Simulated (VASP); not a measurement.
Ru, 2 atoms in the cell. Symmetry: P6_3/mmc, No. 194, hexagonal system. Conventional cell: a = 2.415 Å, b = 2.415 Å, c = 3.847 Å, α = 90.00°, β = 90.00°, γ = 120.00°. Ru (site symmetry -6m2) has 12 Ru at 2.38 to 2.42 Å within 3.1 Å. 

```yaml
Program: VASP 6.6.1
Task: single point
Functional: r2SCAN
Potentials_or_basis: VASP PAW PBE potentials, release 64 (Ru_pv)
Cutoff: 550 eV
k_mesh: 16 × 16 × 9
Occupations: fermi-dirac, width 0.08 eV
Spin: no spin polarisation
Dipole_correction: no
Further_INCAR_settings: ALGO = Normal; EDIFF = 1e-06; NBANDS = 21
```

Potentials or basis: VASP PAW PBE potentials, release 64 (Ru_pv).

Launch:

```bash
$ cat potpaw_PBE.64/Ru_pv/POTCAR > POTCAR
$ cp INCAR.step1 INCAR
$ mpirun -np 1 vasp_std > vasp.out
$ cp INCAR.step2 INCAR
$ mpirun -np 1 vasp_std > vasp.out
```

Hardware: 1 thread of Intel(R) Xeon(R) 6975P-C (Granite Rapids), with other jobs on the host.

Estimate the wall time of this run.

It took 81 s on 1 thread of Intel(R) Xeon(R) 6975P-C (Granite Rapids), on a shared host, peak memory 0.17 GiB. Counts: k points 150.
